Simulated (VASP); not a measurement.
Write the native input for VASP 6.6.1 that does the following.

```
Task                   : single point
Functional             : PBEsol
Potentials or basis    : VASP PAW PBE potentials, release 64 (Rb_sv)
Cutoff                 : 520 eV
k mesh                 : 8 × 8 × 8
Occupations            : fermi-dirac, width 0.05 eV
Spin                   : no spin polarisation
Dipole correction      : no
Further INCAR settings : ALGO = Normal; EDIFF = 1e-07; NBANDS = 10
```

The structure of Rb lies in POSCAR:

```
Rb
1.0
   -2.8245833230      2.8245833230      2.8245833230
    2.8245833230     -2.8245833230      2.8245833230
    2.8245833230      2.8245833230     -2.8245833230
Rb
1
Direct
    0.0000000000      0.0000000000      0.0000000000
```

These files were run (other wordings do the same):

INCAR

```
ALGO = Normal
EDIFF = 1E-7
ENCUT = 520
GGA = PS
ISIF = 2
ISMEAR = -1
LASPH = True
LCHARG = True
LELF = True
LREAL = False
LVHAR = True
LWAVE = False
NBANDS = 10
NELM = 80
PREC = Accurate
SIGMA = 0.05
```

KPOINTS

```
k-points
0
Gamma
  8 8 8
```

Potentials or basis: VASP PAW PBE potentials, release 64 (Rb_sv).

The run is started by

```sh
$ cat potpaw_PBE.64/Rb_sv/POTCAR > POTCAR
$ mpirun -np 1 vasp_std > vasp.out
```

Results of the run:

```yaml
Pressure: -0.1 GPa
Band_gap_on_the_k_mesh: zero (an odd number of electrons rules out a gap without spin polarisation)
```

Caveat: the PAW data sets were made with another functional, which shifts forces and pressure a little.

Run time: 11 s on 1 thread of Intel(R) Xeon(R) 6975P-C (Granite Rapids), with other jobs on the host, peak memory 0.2 GiB.
